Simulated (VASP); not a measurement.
# Ru (P6_3/mmc) in VASP: a series of runs

Runs on Ru. Level: PBE. Tasks: electric field gradients.

Program: VASP 6.6.1. These are calculated values, not measurements. Logs are shortened: lines on timing, memory, paths and dates and some standing lists are left out, and cuts for length are marked.

### Step 1. The cell of the first run

The structure is hexagonal, space group P6_3/mmc (No. 194). The conventional cell has a = 2.697 Å, b = 2.697 Å, c = 4.268 Å, α = 90.00°, β = 90.00°, γ = 120.00°. Within 3.5 Å of Ru (site symmetry -6m2) lie 12 Ru at 2.64 to 2.70 Å.

### Step 2. Electric field gradients, PBE (volume scaled by 0.99)

Contents of INCAR:

```
PREC = Accurate
ENCUT = 520
EDIFF = 1E-8
ISMEAR = -1
SIGMA = 0.03
LREAL = False
LASPH = True
NELM = 80
ALGO = Normal
ISIF = 2
LWAVE = False
LCHARG = False
GGA = PE
LEFG = True
NBANDS = 21
```

Contents of KPOINTS:

```
Automatic mesh
0
Gamma
  14 14 8
```

Contents of POSCAR:

```
Ru
1.0
    2.6967497705      0.0000000000      0.0000000000
   -1.3483748852      2.3354538089      0.0000000000
    0.0000000000      0.0000000000      4.2675791572
Ru
2
Direct
    0.3333333333      0.6666666667      0.2500000000
    0.6666666667      0.3333333333      0.7500000000
```

Potentials or basis: VASP PAW PBE potentials, release 64 (Ru_pv).

Command:

```sh
$ cat potpaw_PBE.64/Ru_pv/POTCAR > POTCAR
$ mpirun -np 1 vasp_std > vasp.out
```

OUTCAR:

```text
PREC = Accurate
   ENCUT = 520
   EDIFF = 1E-8
   ISMEAR = -1
   LREAL = False
   LASPH = True
   NELM = 80
   ISIF = 2
   GGA = PE

 ion  position               nearest neighbor table
   1  0.333  0.667  0.250-   2 2.64   2 2.64   2 2.64   2 2.64   2 2.64   2 2.64
   2  0.667  0.333  0.750-   1 2.64   1 2.64   1 2.64   1 2.64   1 2.64   1 2.64

  LATTYP: Found a hexagonal cell.
 ALAT       =     2.6967497705
 C/A-ratio  =     1.5824898564

  Lattice vectors:

 A1 = (   2.6967497705,   0.0000000000,   0.0000000000)
 A2 = (  -1.3483748852,   2.3354538089,   0.0000000000)
 A3 = (   0.0000000000,   0.0000000000,   4.2675791572)

Analysis of symmetry for initial positions (statically):
=====================================================================
 Subroutine PRICEL returns:
 Original cell was already a primitive cell.

 Routine SETGRP: Setting up the symmetry group for a
 hexagonal supercell.

 Subroutine GETGRP returns: Found 24 space group operations
 (whereof 12 operations were pure point group operations)
 out of a pool of 24 trial point group operations.

The static configuration has the point symmetry D_3d.
 The point group associated with its full space group is D_6h.

Analysis of symmetry for dynamics (positions and initial velocities):
=====================================================================
 Subroutine PRICEL returns:
 Original cell was already a primitive cell.

 Routine SETGRP: Setting up the symmetry group for a
 hexagonal supercell.

 Subroutine GETGRP returns: Found 24 space group operations
 (whereof 12 operations were pure point group operations)
 out of a pool of 24 trial point group operations.

The dynamic configuration has the point symmetry D_3d.
 The point group associated with its full space group is D_6h.

 Subroutine INISYM returns: Found 24 space group operations
 (whereof 12 operations are pure point group operations),
 and found     1 'primitive' translations

----------------------------------------------------------------------------------------

                                     Primitive cell

  volume of cell :      26.8778

  direct lattice vectors                    reciprocal lattice vectors
     2.696749770  0.000000000  0.000000000     0.370816755  0.214091154  0.000000000
    -1.348374885  2.335453809  0.000000000     0.000000000  0.428182307  0.000000000
     0.000000000  0.000000000  4.267579157     0.000000000  0.000000000  0.234324886

  length of vectors
     2.696749770  2.696749770  4.267579157     0.428182307  0.428182307  0.234324886

  position of ions in fractional coordinates (direct lattice)
     0.333333333  0.666666667  0.250000000
     0.666666667  0.333333333  0.750000000

  ion indices of the primitive-cell ions
   primitive index   ion index
                 1           1
                 2           2

----------------------------------------------------------------------------------------

 KPOINTS: Automatic mesh

Automatic generation of k-mesh.
 Grid dimensions read from file:
 generate k-points for:   14   14    8

 Generating k-lattice:

  Cartesian coordinates                     Fractional coordinates (reciprocal lattice)
     0.026486911  0.015292225  0.000000000     0.071428571  0.000000000  0.000000000
     0.000000000  0.030584451  0.000000000     0.000000000  0.071428571  0.000000000
     0.000000000  0.000000000  0.029290611     0.000000000  0.000000000  0.125000000

  Length of vectors
     0.030584451  0.030584451  0.029290611

  Shift w.r.t. Gamma in fractional coordinates (k-lattice)
     0.000000000  0.000000000  0.000000000

 Subroutine IBZKPT returns following result:
 ===========================================

 Found    120 irreducible k-points:

 Following reciprocal coordinates:
            Coordinates               Weight
  0.000000  0.000000  0.000000      1.000000
  0.071429 -0.000000  0.000000      6.000000
  0.142857  0.000000  0.000000      6.000000
  0.214286  0.000000  0.000000      6.000000
  0.285714  0.000000  0.000000      6.000000
  0.357143  0.000000  0.000000      6.000000
[... 16 lines left out ...]
  0.285714  0.285714  0.000000      6.000000
  0.357143  0.285714  0.000000      6.000000
 [... further k-points ...]
   k-points           NKPTS =    120   k-points in BZ     NKDIM =    120   number of bands    NBANDS=     21
   number of dos      NEDOS =    301   number of ions     NIONS =      2
   total plane-waves  NPLWV =  12800
   dimension x,y,z NGX =    20 NGY =   20 NGZ =   32
   dimension x,y,z NGXF=    40 NGYF=   40 NGZF=   64
   ions per type =               2
   NGX,Y,Z   is equivalent  to a cutoff of  12.33, 12.33, 12.47 a.u.
   NGXF,Y,Z  is equivalent  to a cutoff of  24.66, 24.66, 24.93 a.u.
 SYSTEM =  unknown system
   PREC   = accura    normal or accurate (medium, high low for compatibility)
   ISTART =      0    job   : 0-new  1-cont  2-samecut
   ICHARG =      2    charge: 1-file 2-atom 10-const
   ISPIN  =      1    spin polarized calculation?
   LNONCOLLINEAR =      F non collinear calculations
   LSORBIT =      F    spin-orbit coupling
   LASPH  =      T    aspherical Exc in radial PAW
   ENCUT  =  520.0 eV  38.22 Ry    6.18 a.u.   5.01  5.01  7.93*2*pi/ulx,y,z
   NELM   =     80;   NELMIN=  2; NELMDL= -5     # of ELM steps
   EDIFF  = 0.1E-07   stopping-criterion for ELM
   LREAL  =      F    real-space projection
   EDIFFG = 0.1E-06   stopping-criterion for IOM
   NSW    =      0    number of steps for IOM
   IBRION =     -1    ionic relax: 0-MD 1-quasi-New 2-CG
   NFREE  =      0    steps in history (QN), initial steepest desc. (CG)
   ISIF   =      2    stress and relaxation
   ISYM   =      2    0-nonsym 1-usesym 2-fastsym
   POTIM  = 0.5000    time-step for ionic-motion
   TEBEG  =    0.0;   TEEND  =   0.0 temperature during run
   PSTRESS=    0.0 pullay stress
   NELECT =      28.0000    total number of electrons
   NUPDOWN=      -1.0000    fix difference up-down
   EMIN   =  10.00;   EMAX   =-10.00  energy-range for DOS
   EFERMI =   0.00;   METHOD = LEGACY
   ISMEAR =    -1;   SIGMA  =   0.03  broadening in eV -4-tet -1-fermi 0-gaus
   EFERMI_NEDOS =   21; number of points for ismear=-14 and -15
   IALGO  =     38    algorithm
   IMIX   =      4    mixing-type and parameters
     AMIX     =   0.40;   BMIX     =  1.00
     AMIX_MAG =   1.60;   BMIX_MAG =  1.00
  volume/ion in A,a.u.               =      13.44        90.69
  Fermi-wavevector in a.u.,A,eV,Ry     =   1.659573  3.136138 37.472924  2.754182
  Thomas-Fermi vector in A             =   2.746958
   LORBIT       =      0    0 simple, 1 ext, 2 COOP (PROOUT), +10 PAW based schemes
   GGA     = PE    functional components
   LHFCALC =     F    Hartree Fock is set to
   AEXX    =    0.0000 exact exchange contribution
   IVDW    =     0    specifies the selected vdW correction
   LEPSILON=     F    determine dielectric tensor
   LRPA    =     F    only Hartree local field effects (RPA)
 non-spin polarized calculation
  energy-cutoff  :      520.00
  volume of cell :       26.88
 maximum number of plane-waves:       742
 NGX is ok and might be reduce to    20
   NGX =  9   NGY =  9   NGZ = 15

 number of electron      28.0000003 magnetization

 Free energy of the ion-electron system (eV)
  ---------------------------------------------------
  ext. energy  EPLUGINS =         0.00000000
  ---------------------------------------------------
  free energy    TOTEN  =       -18.44944156 eV

  energy without entropy =      -18.44284888  energy(sigma->0) =      -18.44614522

 E-fermi :  13.0132     XC(G=0): -14.1835

 val. band max:       13.0115002324   @ k =   0.0000   0.0000   0.3750
 cond. band min:      13.0232200798   @ k =   0.2857   0.1429   0.0000
 fundamental gap:      0.0117198474
 Fermi energy:        13.0131967666

 k-point     1 :       0.0000    0.0000    0.0000
  band No.  band energies     occupation
      1     -30.6658      2.00000
      2     -29.6946      2.00000
      3     -29.6946      2.00000
      4     -29.5190      2.00000
      5     -29.5190      2.00000
      6     -29.4836      2.00000
[... 13 lines left out ...]
     20      23.4324      0.00000
     21      23.5192      0.00000
[... 529 lines left out ...]
 k-point    24 :       0.3571    0.2857    0.0000
  band No.  band energies     occupation
      1     -30.3354      2.00000
      2     -30.1467      2.00000
      3     -30.1423      2.00000
      4     -30.0123      2.00000
      5     -29.9262      2.00000
      6     -29.9167      2.00000
[... 13 lines left out ...]
     20      23.4325      0.00000
     21      23.4327      0.00000

 [... further k-points ...]

------------------------ aborting loop because EDIFF is reached ----------------------------------------

  FORCE on cell =-STRESS in cart. coord.  units (eV):
  Direction    XX          YY          ZZ          XY          YZ          ZX
  --------------------------------------------------------------------------------------
  -------------------------------------------------------------------------------------
  Total        1.4115115      1.4115115      1.1659035      0.0000000      0.0000000      0.0000000
  in kB       84.1398030     84.1398030     69.4991807      0.0000000      0.0000000      0.0000000
  external PRESSURE =      79.2595956 kB  Pullay stress =       0.0000000 kB

 VOLUME and BASIS-vectors are now :
 -----------------------------------------------------------------------------
  energy-cutoff  :      520.00
  volume of cell :       26.88
      direct lattice vectors                 reciprocal lattice vectors
     2.696749770  0.000000000  0.000000000     0.370816755  0.214091154  0.000000000
    -1.348374885  2.335453809  0.000000000     0.000000000  0.428182307  0.000000000
     0.000000000  0.000000000  4.267579157     0.000000000  0.000000000  0.234324886

 POSITION                                       TOTAL-FORCE (eV/Angst)
 -----------------------------------------------------------------------------------
     -0.00000      1.55697      1.06689         0.000000     -0.000000      0.000000
      1.34837      0.77848      3.20068        -0.000000      0.000000      0.000000
 -----------------------------------------------------------------------------------
    total drift:                               -0.000000      0.000000     -0.000000

  FREE ENERGIE OF THE ION-ELECTRON SYSTEM (eV)
  ---------------------------------------------------
  free  energy   TOTEN  =       -18.4494415642 eV

  energy  without entropy=      -18.4428488796  energy(sigma->0) =      -18.44614522

 Electric field gradients (V/A^2)
---------------------------------------------------------------------
 ion       V_xx      V_yy      V_zz      V_xy      V_xz      V_yz
---------------------------------------------------------------------
   1       6.601     6.602   -13.203     0.002     0.000    -0.000
   2       6.601     6.602   -13.203     0.002    -0.000     0.000
---------------------------------------------------------------------

 Electric field gradients after diagonalization (V/A^2)
 (convention: |V_zz| > |V_xx| > |V_yy|)
----------------------------------------------------------------------
 ion       V_xx      V_yy      V_zz     asymmetry (V_yy - V_xx)/ V_zz
----------------------------------------------------------------------
   1       6.603     6.600   -13.203       0.000
   2       6.603     6.600   -13.203       0.000
----------------------------------------------------------------------

           NMR quadrupolar parameters

 Cq : quadrupolar parameter    Cq=e*Q*V_zz/h
 eta: asymmetry parameters     (V_yy - V_xx)/ V_zz
 Q  : nuclear electric quadrupole moment in mb (millibarn)
----------------------------------------------------------------------
 ion       Cq(MHz)       eta       Q (mb)
----------------------------------------------------------------------
   1      -0.032       0.000       1.000
   2      -0.032       0.000       1.000
----------------------------------------------------------------------
```

It took 34 s on 1 thread of Intel Xeon Platinum 8559C (Emerald Rapids), shared host; peak memory 0.17 GiB.

What came out:

- Free energy: -18.4494 eV
- Pressure: 7.9 GPa
- Band gap on the k mesh: zero (band 14 reaches 14.68 eV, above the bottom of band 15 at 11.50 eV)

Electric field gradients, principal values (V/Å²):
```tsv
atom	least	middle	greatest (by size)
1 Ru	6.600	6.603	-13.203
2 Ru	6.600	6.603	-13.203
```

Caveat: without QUAD_EFG the Cq values of the log hold for a quadrupole moment of 1 mb, not for the nuclei.

(Continued in part 2 of 2.)
